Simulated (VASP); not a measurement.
Set up this calculation in VASP 6.6.1, as the native input.

* Task: single point
* Functional: PBEsol
* Potentials or basis: VASP PAW PBE potentials, release 64 (Mg, S)
* Cutoff: 520 eV
* k mesh: 8 × 8 × 8
* Occupations: gaussian, width 0.05 eV
* Spin: no spin polarisation
* Dipole correction: no
* Further INCAR settings: ALGO = Normal; EDIFF = 1e-06; NBANDS = 11

The structure of MgS lies in POSCAR:

```
MgS
1.0
    0.0000000000      2.6796995000      2.6796995000
    2.6796995000      0.0000000000      2.6796995000
    2.6796995000      2.6796995000      0.0000000000
Mg S
1 1
Direct
    0.0000000000      0.0000000000      0.0000000000
    0.5000000000      0.5000000000      0.5000000000
```

This cell differs from its parent crystal: strain +0.030 along x and y, +0.030 along z.

The input as run:

INCAR

```
PREC = Accurate ; ENCUT = 520
EDIFF = 1E-6 ; ISMEAR = 0
SIGMA = 0.05 ; LREAL = False
LASPH = True ; NELM = 100
ALGO = Normal ; ISIF = 2
LWAVE = False ; LCHARG = True
GGA = PS ; LELF = True
LVHAR = True ; NBANDS = 11
```

KPOINTS

```
regular mesh
0
Gamma
  8 8 8
```

Potentials or basis: VASP PAW PBE potentials, release 64 (Mg, S).

Command:

```bash
$ cat potpaw_PBE.64/Mg/POTCAR potpaw_PBE.64/S/POTCAR > POTCAR
$ mpirun -np 1 vasp_std > vasp.out
```

It gave:

The pressure is -6.6 GPa. The band gap on the k mesh is 2.52 eV, indirect (least direct gap 2.94 eV).

Caveat: the cell differs from its parent crystal (strain +0.030 along x and y, +0.030 along z); the PAW data sets were made with another functional, which shifts forces and pressure a little.

Run time: 9.6 s on 1 thread of Intel Xeon 6975P-C, with other jobs on the host, peak memory 0.16 GiB.
